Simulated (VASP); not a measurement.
Set up this calculation in VASP 6.6.1, as the native input.

```
Task                   : single point
Functional             : PBE
Potentials or basis    : VASP PAW PBE potentials, release 64 (W_sv, F)
Cutoff                 : 520 eV
k mesh                 : 10 × 10 × 6
Occupations            : gaussian, width 0.02 eV
Spin                   : no spin polarisation
Dipole correction      : no
Further INCAR settings : ALGO = Normal; EDIFF = 1e-06; NBANDS = 45
```

The structure of WF3 lies in POSCAR:

```
WF3
1.0
    2.3055568016     -3.9932967504     -0.0091801077
    2.3055568016      3.9932967504     -0.0091801077
   -1.5219073465      0.0000000000      6.0997994370
W F
2 6
Direct
    0.1666532311      0.8333467689      0.0000000000
    0.8333467689      0.1666532311      0.0000000000
    0.7529366165      0.7529366165      0.7732609687
    0.2470633835      0.2470633835      0.2267390313
    0.5761254490      0.9051913199      0.2269050581
    0.0948086801      0.4238745510      0.7730949419
    0.4238745510      0.0948086801      0.7730949419
    0.9051913199      0.5761254490      0.2269050581
```

These files were run (other wordings do the same):

INCAR

```
PREC = Accurate
ENCUT = 520
EDIFF = 1E-6
ISMEAR = 0
SIGMA = 0.02
LREAL = False
LASPH = True
NELM = 100
ALGO = Normal
ISIF = 2
LWAVE = False
LCHARG = False
GGA = PE
NBANDS = 45
```

KPOINTS

```
Automatic mesh
0
Gamma
  10 10 6
```

Potentials or basis: VASP PAW PBE potentials, release 64 (W_sv, F).

The run is started by

```console
$ cat potpaw_PBE.64/W_sv/POTCAR potpaw_PBE.64/F/POTCAR > POTCAR
$ mpirun -np 1 vasp_std > vasp.out
```

Results of the run:

```yaml
Pressure: 1.3 GPa
Largest_force: 0.197 eV/Å
Band_gap_on_the_k_mesh: 0.52 eV
```

Caveat: spin-orbit coupling is left out, which moves the levels of the heavy elements.

Wall time 8.9 min on 1 thread of Oxide Virtual Turin-like Processor (shared host), peak memory 0.65 GiB.
